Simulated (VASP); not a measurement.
Wanted: the native input for a VASP 6.6.1 run.

- Task: single point
- Functional: LDA
- Potentials or basis: VASP PAW LDA potentials, release 64 (Pb_d, S)
- Cutoff: 520 eV
- k mesh: 8 × 8 × 8
- Occupations: fermi-dirac, width 0.01 eV
- Spin: no spin polarisation
- Dipole correction: no
- Further INCAR settings: ALGO = Normal; EDIFF = 1e-07; NBANDS = 17

The structure of PbS lies in POSCAR:

```
PbS
1.0
    0.0000000000      2.9147360524      2.9147360524
    2.9147360524      0.0000000000      2.9147360524
    2.9147360524      2.9147360524      0.0000000000
Pb S
1 1
Direct
    0.0000000000      0.0000000000      0.0000000000
    0.5000000000      0.5000000000      0.5000000000
```

This cell differs from its parent crystal: volume scaled by 0.95.

The input as run:

INCAR

```
PREC     = Accurate       # precision mode
ENCUT    = 520            # plane-wave cutoff, eV
EDIFF    = 1E-7           # SCF threshold, eV
ISMEAR   = -1             # smearing method
SIGMA    = 0.01           # smearing width, eV
LREAL    = F              # projectors in reciprocal space
LASPH    = T              # aspherical terms in the spheres
NELM     = 80             # most SCF steps
ALGO     = Normal         # electronic algorithm
ISIF     = 2              # what is computed and relaxed
LWAVE    = F              # write WAVECAR
LCHARG   = F              # write CHGCAR
NBANDS   = 17             # bands
```

KPOINTS

```
Automatic mesh
0
Gamma
  8 8 8
```

Potentials or basis: VASP PAW LDA potentials, release 64 (Pb_d, S).

Run with:

```sh
$ cat potpaw_LDA.64/Pb_d/POTCAR potpaw_LDA.64/S/POTCAR > POTCAR
$ mpirun -np 1 vasp_std > vasp.out
```

It gave:

- Pressure: 0.5 GPa
- Band gap on the k mesh: 0.01 eV, direct

Caveat: spin-orbit coupling is left out, which moves the levels of the heavy elements.

It took 16 s on 1 thread of Intel Xeon 6975P-C, on a shared host, peak memory 0.16 GiB.
